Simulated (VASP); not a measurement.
# Hf (I4/mmm) in VASP: further runs, part 2 of 2

VASP 6.6.1.

### Step 4. Single point, r2SCAN (strain +0.000 along x and y, -0.040 along z)

POSCAR reads:

```
Hf
1.0
    0.0000000000      2.2200000000      2.1312000000
    2.2200000000      0.0000000000      2.1312000000
    2.2200000000      2.2200000000      0.0000000000
Hf
1
Direct
    0.0000000000      0.0000000000      0.0000000000
```

INCAR.step1 reads:

```
PREC = Accurate
ENCUT = 520
ISMEAR = 0
SIGMA = 0.15
LREAL = False
LASPH = True
NELM = 60
NBANDS = 11
GGA = PE
ALGO = Normal
EDIFF = 1E-4
LWAVE = True
LCHARG = False
```

INCAR.step2 reads:

```
PREC = Accurate
ENCUT = 520
EDIFF = 1E-7
ISMEAR = 0
SIGMA = 0.15
LREAL = False
LASPH = True
NELM = 60
ALGO = Normal
ISIF = 2
LWAVE = False
LCHARG = True
METAGGA = R2SCAN
LMIXTAU = True
LELF = True
LVHAR = True
NBANDS = 11
ISTART = 1
```

KPOINTS reads:

```
regular mesh
0
Gamma
  18 18 18
```

Potentials or basis: VASP PAW PBE potentials, release 64 (Hf_pv).

Run with:

```console
$ cat potpaw_PBE.64/Hf_pv/POTCAR > POTCAR
$ cp INCAR.step1 INCAR
$ mpirun -np 1 vasp_std > vasp.out
$ cp INCAR.step2 INCAR
$ mpirun -np 1 vasp_std > vasp.out
```

OUTCAR:

```text
PREC = Accurate
   ENCUT = 520
   EDIFF = 1E-7
   ISMEAR = 0
   LREAL = False
   LASPH = True
   NELM = 60
   ISIF = 2
   METAGGA = R2SCAN
   ISTART = 1

 ion  position               nearest neighbor table
   1  0.000  0.000  0.000-

  LATTYP: Found a body centered tetragonal cell.
 ALAT       =     3.1395541085
 C/A-ratio  =     1.3576450199

  Lattice vectors:

 A1 = (   0.0000000000,  -2.2200000000,  -2.1312000000)
 A2 = (   0.0000000000,   2.2200000000,  -2.1312000000)
 A3 = (   2.2200000000,   0.0000000000,   2.1312000000)

Analysis of symmetry for initial positions (statically):
=====================================================================
 Subroutine PRICEL returns:
 Original cell was already a primitive cell.

 Routine SETGRP: Setting up the symmetry group for a
 body centered tetragonal supercell.

 Subroutine GETGRP returns: Found 16 space group operations
 (whereof 16 operations were pure point group operations)
 out of a pool of 16 trial point group operations.

The static configuration has the point symmetry D_4h.

Analysis of symmetry for dynamics (positions and initial velocities):
=====================================================================
 Subroutine PRICEL returns:
 Original cell was already a primitive cell.

 Routine SETGRP: Setting up the symmetry group for a
 body centered tetragonal supercell.

 Subroutine GETGRP returns: Found 16 space group operations
 (whereof 16 operations were pure point group operations)
 out of a pool of 16 trial point group operations.

The dynamic configuration has the point symmetry D_4h.

 Subroutine INISYM returns: Found 16 space group operations
 (whereof 16 operations are pure point group operations),
 and found     1 'primitive' translations

----------------------------------------------------------------------------------------

                                     Primitive cell

  volume of cell :      21.0068

  direct lattice vectors                    reciprocal lattice vectors
[... 110 lines left out ...]
   METAGGA = R2SCAN    functional components
   LHFCALC =     F    Hartree Fock is set to
   AEXX    =    0.0000 exact exchange contribution
   IVDW    =     0    specifies the selected vdW correction
   LEPSILON=     F    determine dielectric tensor
   LRPA    =     F    only Hartree local field effects (RPA)
 non-spin polarized calculation
 Gauss-broadening in eV      SIGMA  =   0.15
  energy-cutoff  :      520.00
  volume of cell :       21.01
 maximum number of plane-waves:       580
   NGX = 11   NGY = 11   NGZ = 11

 number of electron      10.0000002 magnetization

 Free energy of the ion-electron system (eV)
  ---------------------------------------------------
  ext. energy  EPLUGINS =         0.00000000
  ---------------------------------------------------
  free energy    TOTEN  =       -45.04074671 eV

  energy without entropy =      -45.02575320  energy(sigma->0) =      -45.03324996

 E-fermi :   5.0529     XC(G=0): -12.4924

 val. band max:        5.0501643931   @ k =   0.5000   0.2778   0.1667
 cond. band min:       5.0537608646   @ k =  -0.1667   0.1667   0.0000
 fundamental gap:      0.0035964715
 Fermi energy:         5.0528660590

 k-point     1 :       0.0000    0.0000    0.0000
  band No.  band energies     occupation
      1     -25.8199      2.00000
      2     -25.8195      2.00000
      3     -25.8195      2.00000
      4      -2.7110      2.00000
      5       6.5391      0.00000
      6       6.5391      0.00000
      7       7.0170      0.00000
      8       9.5380      0.00000
      9      10.2429      0.00000
     10      17.1246      0.00000
     11      17.2693      0.00000
[... 309 lines left out ...]
 k-point    24 :      -0.2222    0.0556    0.0000
  band No.  band energies     occupation
      1     -26.3203      2.00000
      2     -25.9088      2.00000
      3     -25.8858      2.00000
      4      -0.6806      2.00000
      5       5.1985      0.16975
      6       6.9875      0.00000
      7       7.2293      0.00000
      8       9.1420      0.00000
      9      10.3741      0.00000
     10      17.2690      0.00000
     11      17.8893      0.00000

 [... further k-points ...]

------------------------ aborting loop because EDIFF is reached ----------------------------------------

  FORCE on cell =-STRESS in cart. coord.  units (eV):
  Direction    XX          YY          ZZ          XY          YZ          ZX
  --------------------------------------------------------------------------------------
  -------------------------------------------------------------------------------------
  Total        0.8230001      0.8230001      1.1167447      0.0000000     -0.0000000      0.0000000
  in kB       62.7697363     62.7697363     85.1734680      0.0000000     -0.0000000      0.0000000
  external PRESSURE =      70.2376469 kB  Pullay stress =       0.0000000 kB

 VOLUME and BASIS-vectors are now :
 -----------------------------------------------------------------------------
  energy-cutoff  :      520.00
  volume of cell :       21.01
      direct lattice vectors                 reciprocal lattice vectors
     0.000000000  2.220000000  2.131200000    -0.225225225  0.225225225  0.234609610
     2.220000000  0.000000000  2.131200000     0.225225225 -0.225225225  0.234609610
     2.220000000  2.220000000  0.000000000     0.225225225  0.225225225 -0.234609610

 POSITION                                       TOTAL-FORCE (eV/Angst)
 -----------------------------------------------------------------------------------
      0.00000      0.00000      0.00000         0.000000      0.000000      0.000000
 -----------------------------------------------------------------------------------
    total drift:                               -0.000000      0.000000     -0.000000

  FREE ENERGIE OF THE ION-ELECTRON SYSTEM (eV)
  ---------------------------------------------------
  free  energy   TOTEN  =       -45.0407467134 eV

  energy  without entropy=      -45.0257532008  energy(sigma->0) =      -45.03324996
```

OUTCAR.step1:

```text
PREC = Accurate
   ENCUT = 520
   ISMEAR = 0
   LREAL = False
   LASPH = True
   NELM = 60
[... 551 lines left out ...]

 POSITION                                       TOTAL-FORCE (eV/Angst)
 -----------------------------------------------------------------------------------
      0.00000      0.00000      0.00000         0.000000      0.000000      0.000000
 -----------------------------------------------------------------------------------
    total drift:                               -0.000000      0.000000     -0.000000

  FREE ENERGIE OF THE ION-ELECTRON SYSTEM (eV)
  ---------------------------------------------------
  free  energy   TOTEN  =        -9.8240863284 eV

  energy  without entropy=       -9.8082852077  energy(sigma->0) =       -9.81618577
```

OSZICAR.step1:

```text
N       E                     dE             d eps       ncg     rms          rms(c)
DAV:   1     0.131013702215E+02    0.13101E+02   -0.57281E+03 10656   0.844E+02
DAV:   2    -0.969265635624E+01   -0.22794E+02   -0.22067E+02 13249   0.157E+02
DAV:   3    -0.101254927382E+02   -0.43284E+00   -0.42797E+00 13311   0.148E+01
DAV:   4    -0.101270254313E+02   -0.15327E-02   -0.15325E-02 11992   0.106E+00
DAV:   5    -0.101270330310E+02   -0.75996E-05   -0.75997E-05 13366   0.666E-02    0.474E+01
DAV:   6    -0.990337579747E+01    0.22366E+00   -0.18487E-01 12093   0.327E+00    0.283E+01
DAV:   7    -0.982765772834E+01    0.75718E-01   -0.29556E-01 12357   0.398E+00    0.132E+00
DAV:   8    -0.982404945557E+01    0.36083E-02   -0.21848E-02 11951   0.103E+00    0.806E-02
DAV:   9    -0.982408632844E+01   -0.36873E-04   -0.32608E-04 12173   0.146E-01
   1 F= -.98240863E+01 E0= -.98161858E+01  d E =-.158011E-01
```

Run time: 5.2 min. Hardware: 1 thread of Intel Xeon 8259CL, shared host; peak memory 0.24 GiB.

Results:

| Property | Result |
| --- | --- |
| Free energy | -45.0407 eV |
| Pressure | 7.0 GPa |
| Band gap on the k mesh | zero (bands 5 and 6 overlap by 2.34 eV) |

Stress tensor (GPa, compression positive):
```
6.28 0.00 0.00
0.00 6.28 0.00
0.00 0.00 8.52
```

Caveat: the cell differs from its parent crystal (strain +0.000 along x and y, -0.040 along z); the cell stands under pressure; the PAW data sets were made with another functional, which shifts forces and pressure a little; spin-orbit coupling is left out, which moves the levels of the heavy elements.

### Step 5. Overview

```tsv
cell	gap on the mesh (eV)	pressure (GPa)
a = 2.952, b = 2.952, c = 3.014 Å, angles 59.3, 59.3, 61.4°, 1 atom	none	25.9
a = 3.083, b = 3.083, c = 2.888 Å, angles 62.1, 62.1, 55.9°, 1 atom	none	19.2
a = 3.077, b = 3.077, c = 3.140 Å, angles 59.3, 59.3, 61.3°, 1 atom	none	7.0
```

Alike in all rows: task single point; level r2SCAN; potentials or basis VASP PAW PBE potentials, release 64 (Hf_pv); no spin polarisation; k mesh 18 × 18 × 18; cutoff (eV) 520; smearing gaussian 0.15 eV.

Caveats: the cell stands under pressure; the PAW data sets were made with another functional, which shifts forces and pressure a little; spin-orbit coupling is left out, which moves the levels of the heavy elements.

Absolute energies hang on the potentials; compare differences alone.
